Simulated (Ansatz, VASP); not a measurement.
## GaP2 in VASP and in Ansatz

```
CELL_PARAMETERS angstrom
6.59490 0.00000 0.00000
0.00000 6.59490 0.00000
0.00000 0.00000 2.55560
ATOMIC_POSITIONS crystal
Ga 0.00000 0.00000 0.00000
Ga 0.50000 0.50000 0.00000
P 0.11449 0.38551 0.00000
P 0.38551 0.88551 0.00000
P 0.88551 0.61449 0.00000
P 0.61449 0.11449 0.00000
```

Alike in both runs: functional PBE; k mesh 4 × 4 × 8; occupations gaussian, width 0.1 eV; no spin polarisation.

Ansatz relaxed the structure, and its values are those at the end. VASP's run is a single point on that final structure, the one shown.

|  | VASP | Ansatz |
| --- | --- | --- |
| version | VASP 6.6.1 | Ansatz 0.2.0 |
| potentials or method | VASP PAW PBE potentials, release 64 (Ga_d, P), cutoff 520 eV | scalar-relativistic, plane waves, PAW |
| valence electrons in the cell | 46 | 46 |

Ansatz gave:

```
gap on the k mesh at the Fermi level (eV) : none
pressure (GPa)                            : 0.0
rms of the force components (eV/Å)        : 0.000
```

Q: Which values does VASP return?

A: gap on the k mesh at the Fermi level (eV): none; pressure (GPa): -0.1; rms of the force components (eV/Å): 0.025.

A gap of «none» marks a metal or a gap that the smearing closes.
